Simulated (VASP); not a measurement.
A run of VASP 6.6.1:

File INCAR:

```
SYSTEM = MnSb
ALGO     = Normal         ! electronic algorithm
EDIFF    = 1E-6           ! SCF threshold, eV
ENCUT    = 520            ! plane-wave cutoff, eV
GGA      = PE             ! functional
ISIF     = 2              ! what is computed and relaxed
ISMEAR   = 0              ! smearing method
ISPIN    = 2              ! spin polarisation
LASPH    = .True.         ! aspherical terms in the spheres
LCHARG   = .False.        ! write CHGCAR
LMAXMIX  = 4              ! l up to which the mixer works
LORBIT   = 11             ! projections on sites
LREAL    = .False.        ! projectors in reciprocal space
LWAVE    = .False.        ! write WAVECAR
MAGMOM   = 4 0            ! initial moments
NBANDS   = 20             ! bands
NELM     = 150            ! most SCF steps
PREC     = Accurate       ! precision mode
SIGMA    = 0.1            ! smearing width, eV
```

File KPOINTS:

```
k-points
0
Gamma
  12 12 12
  0 0 0
```

Contents of POSCAR:

```
MnSb
1.0
    3.3636440039      0.0000000000      0.0000000000
    0.0000000000      3.3636440039      0.0000000000
    0.0000000000      0.0000000000      3.3636440039
Mn Sb
1 1
Direct
    0.0000000000      0.0000000000      0.0000000000
    0.5000000000      0.5000000000      0.5000000000
```

Potentials or basis: VASP PAW PBE potentials, release 64 (Mn_pv, Sb).

The run is started by

```sh
$ cat potpaw_PBE.64/Mn_pv/POTCAR potpaw_PBE.64/Sb/POTCAR > POTCAR
$ mpirun -np 1 vasp_std > vasp.out
```

Hardware: 1 thread of Intel(R) Xeon(R) Platinum 8259CL CPU @ 2.50GHz (Skylake/Cascade Lake), with other jobs on the host.

Problem. How long does it take, and how much memory?

Solution. Run time: 120 s on 1 thread of Intel(R) Xeon(R) Platinum 8259CL CPU @ 2.50GHz (Skylake/Cascade Lake), with other jobs on the host, peak memory 0.24 GiB. Counts: scf iterations 15, k points 84.
